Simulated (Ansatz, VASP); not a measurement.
## Two plane-wave programs on B

```
B
1.0
     0.00000    1.43922    1.43922
     1.43922    0.00000    1.43922
     1.43922    1.43922    0.00000
B
1
Direct
  0.00000 0.00000 0.00000
```

Alike in both runs: functional revPBE; k mesh 18 × 18 × 18; occupations fermi-dirac, width 0.1 eV; no spin polarisation.

Ansatz relaxed the structure, and its values are those at the end. VASP's run is a single point on that final structure, the one shown.

```csv
,VASP,Ansatz
version,VASP 6.6.1,Ansatz 0.2.0
potentials or method,"VASP PAW PBE potentials, release 64 (B), cutoff 520 eV","plane waves (420 eV) with PAW, scalar-relativistic"
valence electrons in the cell,3,3
```

VASP gave:

```
pressure (GPa) : -0.2
```

Problem. Which values does Ansatz return?

Solution. Pressure (GPa): 0.0.

VASP's potentials were made for PBE, not for revPBE. The functional is the same, so the differences come from potentials, cutoffs and numerics.
